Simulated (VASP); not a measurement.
C:

```
CELL_PARAMETERS angstrom
0.00000 4.95584 1.63770
2.54249 0.00000 1.63770
2.54249 4.95584 0.00000
ATOMIC_POSITIONS crystal
C 0.24317 0.24317 0.25683
C 0.99317 0.99317 0.00683
C 0.98702 0.51167 0.23342
C 0.51167 0.98702 0.26789
C 0.98211 0.01658 0.73833
C 0.01658 0.98211 0.26298
```

The cell was built from a structure type or drawn by symmetry, and may not be a known phase.

- Program: VASP 6.6.1
- Task: relaxation of cell and atoms
- Functional: PBE
- Potentials or basis: VASP PAW PBE potentials, release 64 (C)
- Cutoff: 600 eV
- k mesh: 6 × 6 × 6
- Occupations: gaussian, width 0.1 eV
- Spin: no spin polarisation

At the start: pressure 17.7 GPa; volume 6.88 Å³/atom.

How do energy, volume and symmetry change on relaxing?

Over 18 steps the energy falls by 660.1 meV/atom and the volume is 7.44 Å³/atom (+8.2 %); space group Fdd2 (No. 43, to 0.1 Å) before and after.

The path:
| step | energy change (eV) | largest force (eV/Å) | pressure (GPa) | volume (Å³) |
| --- | --- | --- | --- | --- |
| 1 | 0.0000 | 2.9779 | 17.70 | 41.27 |
| 2 | -1.5966 | 1.9223 | -0.43 | 45.91 |
| 3 | -1.6302 | 2.0178 | -1.86 | 46.63 |
| 4 | -2.3109 | 0.8350 | -15.37 | 48.10 |
| 5 | -2.3205 | 0.9974 | -16.89 | 48.30 |
| 6 | -2.8777 | 1.4397 | -4.34 | 45.80 |
| 7 | -3.0163 | 1.9528 | 6.28 | 44.02 |
| 8 | -3.5337 | 0.3289 | 5.65 | 43.62 |
| 9 | -3.6423 | 0.9912 | 6.23 | 43.21 |
| 10 | -3.8341 | 0.8735 | -3.40 | 44.28 |
| 11 | -3.8441 | 1.0192 | -5.66 | 44.55 |
| 12 | -3.9407 | 0.2452 | 3.61 | 43.89 |
| 13 | -3.9432 | 0.1561 | 2.37 | 43.98 |
| 14 | -3.9593 | 0.0372 | 1.17 | 44.41 |
| 15 | -3.9605 | 0.0553 | 0.74 | 44.57 |
| 16 | -3.9605 | 0.0534 | 0.79 | 44.56 |
| 17 | -3.9604 | 0.0800 | -0.81 | 44.75 |
| 18 | -3.9608 | 0.0102 | 0.03 | 44.65 |

Final structure:
```
C
1.0
     0.00000    4.55033    2.20831
     2.22172    0.00000    2.20831
     2.22172    4.55033    0.00000
C
6
Direct
  0.21728 0.21728 0.28272
  0.96728 0.96728 0.03272
  0.92081 0.60377 0.34398
  0.60377 0.92081 0.13144
  0.11856 0.90602 0.64623
  0.90602 0.11856 0.32919
```
